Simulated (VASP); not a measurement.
A run of VASP 6.6.1 is set up as follows.

The input INCAR:

```
SYSTEM = AlNi
PREC = Accurate
ENCUT = 690
EDIFF = 1E-6
ISMEAR = -1
SIGMA = 0.05
LREAL = .False.
LASPH = .True.
NELM = 200
ALGO = Normal
ISIF = 2
LWAVE = .False.
LCHARG = .True.
ISPIN = 2
MAGMOM = 1.5 0
LORBIT = 11
NUPDOWN = 1.5
LMAXMIX = 4
GGA = PS
LELF = .True.
LVHAR = .True.
NBANDS = 22
GGA_COMPAT = .False.
```

File KPOINTS:

```
regular mesh
0
Gamma
  8 8 7
  0 0 0
```

Contents of POSCAR:

```
AlNi
1.0
    1.9386940000     -1.9531901500      0.0000000000
    1.9386940000      1.9531901500      0.0000000000
    0.0000000000      0.0000000000      3.0994300413
Ni Al
1 1
Direct
    0.5000000000      0.5000000000      0.5000000000
    0.0000000000      0.0000000000      0.0000000000
```

Potentials or basis: VASP PAW PBE potentials, release 64 (Ni_sv_GW, Al).

Command:

```sh
$ cat potpaw_PBE.64/Ni_sv_GW/POTCAR potpaw_PBE.64/Al/POTCAR > POTCAR
$ mpirun -np 1 vasp_std > vasp.out
```

Q: What does it give for the pressure?

A: 10.9 GPa.

Stress tensor (GPa, compression positive):
```
13.00  0.00  0.00
 0.00 11.67  0.00
 0.00  0.00  8.00
```

Caveat: the cell stands under pressure; the PAW data sets were made with another functional, which shifts forces and pressure a little; the total moment is fixed, so each spin has its own Fermi level and the state may be an excited one.
